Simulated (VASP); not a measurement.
# LiF (Griceite) in VASP: notebook

The runs below take LiF (Griceite) through single point, with PBEsol+D3(BJ).

All numbers are computed with VASP 6.6.1; they aren't measurements. Logs are shortened: lines on timing, memory, paths and dates and some standing lists are left out, and cuts for length are marked.

## Step 1: The cell of the first run

Symmetry: Fm-3m, No. 225, cubic system. The conventional cell has a = 4.028 Å, b = 4.028 Å, c = 4.028 Å, α = 90.00°, β = 90.00°, γ = 90.00°. Within 2.7 Å of Li (site symmetry m-3m) lie 6 F at 2.01 Å. Within 2.7 Å of F (site symmetry m-3m) lie 6 Li at 2.01 Å.

## Step 2: Single point, PBEsol+D3(BJ)

The input, INCAR:

```
SYSTEM = LiF
PREC = Accurate
ENCUT = 520
EDIFF = 1E-7
ISMEAR = 0
SIGMA = 0.01
LREAL = .False.
LASPH = .True.
NELM = 60
ALGO = Normal
ISIF = 2
LWAVE = .False.
LCHARG = .True.
GGA = PS
IVDW = 12
LELF = .True.
LVHAR = .True.
NBANDS = 12
```

The input, KPOINTS:

```
Automatic mesh
0
Gamma
  7 7 7
  0 0 0
```

The input, POSCAR:

```
LiF
1.0
    0.0000000000      2.0140000000      2.0140000000
    2.0140000000      0.0000000000      2.0140000000
    2.0140000000      2.0140000000      0.0000000000
Li F
1 1
Direct
    0.0000000000      0.0000000000      0.0000000000
    0.5000000000      0.5000000000      0.5000000000
```

Potentials or basis: VASP PAW PBE potentials, release 64 (Li_sv, F).

On the command line:

```bash
cat potpaw_PBE.64/Li_sv/POTCAR potpaw_PBE.64/F/POTCAR > POTCAR
mpirun -np 1 vasp_std > vasp.out
```

OUTCAR:

```text
SYSTEM = LiF
   PREC = Accurate
   ENCUT = 520
   EDIFF = 1E-7
   ISMEAR = 0
   LREAL = .False.
   LASPH = .True.
   NELM = 60
   ISIF = 2
   GGA = PS
   IVDW = 12
 IVDW          = 12

 ion  position               nearest neighbor table
   1  0.000  0.000  0.000-   2 2.01   2 2.01   2 2.01   2 2.01   2 2.01   2 2.01
   2  0.500  0.500  0.500-   1 2.01   1 2.01   1 2.01   1 2.01   1 2.01   1 2.01

  LATTYP: Found a face centered cubic cell.
 ALAT       =     4.0280000000

  Lattice vectors:

 A1 = (   0.0000000000,   2.0140000000,   2.0140000000)
 A2 = (   2.0140000000,   0.0000000000,   2.0140000000)
 A3 = (   2.0140000000,   2.0140000000,   0.0000000000)

Analysis of symmetry for initial positions (statically):
=====================================================================
 Subroutine PRICEL returns:
 Original cell was already a primitive cell.

 Routine SETGRP: Setting up the symmetry group for a
 face centered cubic supercell.

 Subroutine GETGRP returns: Found 48 space group operations
 (whereof 48 operations were pure point group operations)
 out of a pool of 48 trial point group operations.

The static configuration has the point symmetry O_h .

Analysis of symmetry for dynamics (positions and initial velocities):
=====================================================================
 Subroutine PRICEL returns:
 Original cell was already a primitive cell.

 Routine SETGRP: Setting up the symmetry group for a
 face centered cubic supercell.

 Subroutine GETGRP returns: Found 48 space group operations
 (whereof 48 operations were pure point group operations)
 out of a pool of 48 trial point group operations.

The dynamic configuration has the point symmetry O_h .

 Subroutine INISYM returns: Found 48 space group operations
 (whereof 48 operations are pure point group operations),
 and found     1 'primitive' translations

----------------------------------------------------------------------------------------

                                     Primitive cell

  volume of cell :      16.3384

  direct lattice vectors                    reciprocal lattice vectors
     0.000000000  2.014000000  2.014000000    -0.248262165  0.248262165  0.248262165
     2.014000000  0.000000000  2.014000000     0.248262165 -0.248262165  0.248262165
     2.014000000  2.014000000  0.000000000     0.248262165  0.248262165 -0.248262165

  length of vectors
     2.848226115  2.848226115  2.848226115     0.430002683  0.430002683  0.430002683

  position of ions in fractional coordinates (direct lattice)
     0.000000000  0.000000000  0.000000000
     0.500000000  0.500000000  0.500000000

  ion indices of the primitive-cell ions
   primitive index   ion index
                 1           1
                 2           2

----------------------------------------------------------------------------------------

 KPOINTS: Automatic mesh

Automatic generation of k-mesh.
 Grid dimensions read from file:
 generate k-points for:    7    7    7

 Generating k-lattice:

  Cartesian coordinates                     Fractional coordinates (reciprocal lattice)
    -0.035466024  0.035466024  0.035466024     0.142857143  0.000000000  0.000000000
     0.035466024 -0.035466024  0.035466024     0.000000000  0.142857143  0.000000000
     0.035466024  0.035466024 -0.035466024     0.000000000  0.000000000  0.142857143

  Length of vectors
     0.061428955  0.061428955  0.061428955

  Shift w.r.t. Gamma in fractional coordinates (k-lattice)
     0.000000000  0.000000000  0.000000000

 Subroutine IBZKPT returns following result:
 ===========================================

 Found     20 irreducible k-points:

 Following reciprocal coordinates:
            Coordinates               Weight
  0.000000  0.000000  0.000000      1.000000
  0.142857  0.000000  0.000000      8.000000
  0.285714  0.000000  0.000000      8.000000
  0.428571  0.000000  0.000000      8.000000
  0.142857  0.142857  0.000000      6.000000
  0.285714  0.142857  0.000000     24.000000
[... 12 lines left out ...]
 -0.428571  0.428571  0.142857     24.000000
 -0.285714  0.428571  0.142857     24.000000
   k-points           NKPTS =     20   k-points in BZ     NKDIM =     20   number of bands    NBANDS=     12
   number of dos      NEDOS =    301   number of ions     NIONS =      2
   total plane-waves  NPLWV =  13824
   dimension x,y,z NGX =    24 NGY =   24 NGZ =   24
   dimension x,y,z NGXF=    48 NGYF=   48 NGZF=   48
   ions per type =               1   1
   NGX,Y,Z   is equivalent  to a cutoff of  14.01, 14.01, 14.01 a.u.
   NGXF,Y,Z  is equivalent  to a cutoff of  28.02, 28.02, 28.02 a.u.
 SYSTEM =  LiF
   PREC   = accura    normal or accurate (medium, high low for compatibility)
   ISTART =      0    job   : 0-new  1-cont  2-samecut
   ICHARG =      2    charge: 1-file 2-atom 10-const
   ISPIN  =      1    spin polarized calculation?
   LNONCOLLINEAR =      F non collinear calculations
   LSORBIT =      F    spin-orbit coupling
   LASPH  =      T    aspherical Exc in radial PAW
   ENCUT  =  520.0 eV  38.22 Ry    6.18 a.u.   5.30  5.30  5.30*2*pi/ulx,y,z
   NELM   =     60;   NELMIN=  2; NELMDL= -5     # of ELM steps
   EDIFF  = 0.1E-06   stopping-criterion for ELM
   LREAL  =      F    real-space projection
   EDIFFG = 0.1E-05   stopping-criterion for IOM
   NSW    =      0    number of steps for IOM
   IBRION =     -1    ionic relax: 0-MD 1-quasi-New 2-CG
   NFREE  =      0    steps in history (QN), initial steepest desc. (CG)
   ISIF   =      2    stress and relaxation
   ISYM   =      2    0-nonsym 1-usesym 2-fastsym
   POTIM  = 0.5000    time-step for ionic-motion
   TEBEG  =    0.0;   TEEND  =   0.0 temperature during run
   PSTRESS=    0.0 pullay stress
   NELECT =      10.0000    total number of electrons
   NUPDOWN=      -1.0000    fix difference up-down
   EMIN   =  10.00;   EMAX   =-10.00  energy-range for DOS
   EFERMI =   0.00;   METHOD = LEGACY
   ISMEAR =     0;   SIGMA  =   0.01  broadening in eV -4-tet -1-fermi 0-gaus
   EFERMI_NEDOS =   21; number of points for ismear=-14 and -15
   IALGO  =     38    algorithm
   IMIX   =      4    mixing-type and parameters
     AMIX     =   0.40;   BMIX     =  1.00
     AMIX_MAG =   1.60;   BMIX_MAG =  1.00
  volume/ion in A,a.u.               =       8.17        55.13
  Fermi-wavevector in a.u.,A,eV,Ry     =   1.389970  2.626662 26.286674  1.932016
  Thomas-Fermi vector in A             =   2.513950
   LORBIT       =      0    0 simple, 1 ext, 2 COOP (PROOUT), +10 PAW based schemes
   GGA     = PS    functional components
   LHFCALC =     F    Hartree Fock is set to
   AEXX    =    0.0000 exact exchange contribution
   IVDW    =    12    specifies the selected vdW correction
   LEPSILON=     F    determine dielectric tensor
   LRPA    =     F    only Hartree local field effects (RPA)
 non-spin polarized calculation
 Gauss-broadening in eV      SIGMA  =   0.01
  energy-cutoff  :      520.00
  volume of cell :       16.34
 maximum number of plane-waves:       459
 NGX is ok and might be reduce to    24
   NGX = 11   NGY = 11   NGZ = 11

 number of electron      10.0000000 magnetization

 number of electron       9.9999992 magnetization

 Free energy of the ion-electron system (eV)
  ---------------------------------------------------
  ext. energy  EPLUGINS =         0.00000000
  ---------------------------------------------------
  free energy    TOTEN  =        -9.85192516 eV

  energy without entropy =       -9.85192516  energy(sigma->0) =       -9.85192516

 E-fermi :  -1.0164     XC(G=0): -10.2021

 val. band max:       -1.1078301552   @ k =   0.0000   0.0000   0.0000
 cond. band min:       7.8076630219   @ k =   0.0000   0.0000   0.0000
 fundamental gap:      8.9154931771
 Fermi energy:        -1.0163619139

 k-point     1 :       0.0000    0.0000    0.0000
  band No.  band energies     occupation
      1     -41.3170      2.00000
      2     -20.9725      2.00000
      3      -1.1078      2.00000
      4      -1.1078      2.00000
      5      -1.1078      2.00000
      6       7.8077      0.00000
      7      22.7184      0.00000
      8      22.7184      0.00000
      9      22.7184      0.00000
     10      23.0008      0.00000
     11      23.0008      0.00000
     12      23.0008      0.00000

 k-point     2 :       0.1429    0.0000    0.0000
  band No.  band energies     occupation
      1     -41.3049      2.00000
      2     -20.8939      2.00000
      3      -1.6718      2.00000
      4      -1.1537      2.00000
      5      -1.1537      2.00000
      6       8.3647      0.00000
      7      18.7998      0.00000
      8      20.7952      0.00000
      9      20.7953      0.00000
     10      24.4652      0.00000
     11      24.6018      0.00000
     12      24.6018      0.00000

 k-point     3 :       0.2857    0.0000    0.0000
  band No.  band energies     occupation
      1     -41.2777      2.00000
      2     -20.7097      2.00000
      3      -2.7744      2.00000
      4      -1.2529      2.00000
      5      -1.2529      2.00000
      6       9.2392      0.00000
      7      16.1711      0.00000
      8      18.8670      0.00000
      9      18.8670      0.00000
     10      26.2176      0.00000
     11      26.8394      0.00000
     12      26.8394      0.00000

 k-point     4 :       0.4286    0.0000    0.0000
  band No.  band energies     occupation
      1     -41.2560      2.00000
      2     -20.5539      2.00000
      3      -3.5574      2.00000
      4      -1.3289      2.00000
      5      -1.3288      2.00000
      6       9.4710      0.00000
      7      15.4743      0.00000
      8      17.7763      0.00000
      9      17.7763      0.00000
     10      28.4656      0.00000
     11      29.2343      0.00000
     12      29.2343      0.00000

 k-point     5 :       0.1429    0.1429    0.0000
  band No.  band energies     occupation
      1     -41.3010      2.00000
      2     -20.8637      2.00000
      3      -1.6398      2.00000
      4      -1.3049      2.00000
      5      -1.3049      2.00000
      6       8.6383      0.00000
      7      19.6974      0.00000
      8      20.2613      0.00000
      9      20.2613      0.00000
     10      20.4498      0.00000
     11      27.2795      0.00000
     12      27.2795      0.00000
[... 168 lines left out ...]
      1     -41.2600      2.00000
      2     -20.5418      2.00000
      3      -3.0136      2.00000
      4      -2.0889      2.00000
      5      -1.5002      2.00000
      6      10.7617      0.00000
      7      15.1559      0.00000
      8      18.0190      0.00000
      9      18.6270      0.00000
     10      22.6847      0.00000
     11      29.9805      0.00000
     12      31.2287      0.00000

 k-point    18 :      -0.4286    0.2857    0.1429
  band No.  band energies     occupation
      1     -41.2445      2.00000
      2     -20.4038      2.00000
      3      -3.3740      2.00000
      4      -2.5081      2.00000
      5      -1.6354      2.00000
      6      11.5629      0.00000
      7      14.3200      0.00000
      8      17.6017      0.00000
      9      18.0674      0.00000
     10      25.1070      0.00000
     11      27.9906      0.00000
     12      33.4026      0.00000

 k-point    19 :      -0.4286    0.4286    0.1429
  band No.  band energies     occupation
      1     -41.2388      2.00000
      2     -20.3119      2.00000
      3      -3.7147      2.00000
      4      -2.4995      2.00000
      5      -1.9339      2.00000
      6      13.0005      0.00000
      7      14.3476      0.00000
      8      16.6102      0.00000
      9      18.3923      0.00000
     10      21.8871      0.00000
     11      30.9282      0.00000
     12      33.6536      0.00000

 k-point    20 :      -0.2857    0.4286    0.1429
  band No.  band energies     occupation
      1     -41.2369      2.00000
      2     -20.3050      2.00000
      3      -3.3697      2.00000
      4      -3.0016      2.00000
      5      -1.8512      2.00000
      6      13.2194      0.00000
      7      13.6922      0.00000
      8      16.8139      0.00000
      9      18.0566      0.00000
     10      24.5568      0.00000
     11      27.9541      0.00000
     12      33.2669      0.00000

------------------------ aborting loop because EDIFF is reached ----------------------------------------

 Edisp (eV)   -0.28883

 E8    (eV) :    -0.1708

  FORCE on cell =-STRESS in cart. coord.  units (eV):
  Direction    XX          YY          ZZ          XY          YZ          ZX
  --------------------------------------------------------------------------------------
  -------------------------------------------------------------------------------------
  Total      -0.43159    -0.43159    -0.43159    -0.00000    -0.00000     0.00000
  in kB     -42.32237   -42.32237   -42.32237    -0.00000    -0.00000     0.00000
  external pressure =      -42.32 kB  Pullay stress =        0.00 kB

 VOLUME and BASIS-vectors are now :
 -----------------------------------------------------------------------------
  energy-cutoff  :      520.00
  volume of cell :       16.34
      direct lattice vectors                 reciprocal lattice vectors
     0.000000000  2.014000000  2.014000000    -0.248262165  0.248262165  0.248262165
     2.014000000  0.000000000  2.014000000     0.248262165 -0.248262165  0.248262165
     2.014000000  2.014000000  0.000000000     0.248262165  0.248262165 -0.248262165

 POSITION                                       TOTAL-FORCE (eV/Angst)
 -----------------------------------------------------------------------------------
      0.00000      0.00000      0.00000         0.000000     -0.000000      0.000000
      2.01400      2.01400      2.01400        -0.000000      0.000000      0.000000
 -----------------------------------------------------------------------------------
    total drift:                               -0.000000     -0.000000      0.000000

  FREE ENERGIE OF THE ION-ELECTRON SYSTEM (eV)
  ---------------------------------------------------
  free  energy   TOTEN  =       -10.1407546029 eV

  energy  without entropy=      -10.1407546029  energy(sigma->0) =      -10.14075460
```

It took 3.4 s on 1 thread of Intel Xeon 6975P-C, shared host; peak memory 0.14 GiB.

What came out:

```yaml
Free_energy: -10.1408 eV
Band_gap_on_the_k_mesh: 8.92 eV, direct
Dispersion_energy_per_atom: -0.144 eV
```

Levels at points of the mesh, in eV from the valence-band top:
```csv
k point,band 2,band 3,band 4,band 5,band 6,band 7,band 8,band 9
"(0.00, 0.00, 0.00)",-19.86,0.00,0.00,0.00,8.92,23.83,23.83,23.83
```

Caveat: the cutoff is under 1.25 times the usual one of these potentials, so pressure, stress and relaxed cells hold a basis-set (Pulay) error; the PAW data sets were made with another functional, which shifts forces and pressure a little.

(Part 1 of 2 ends here.)
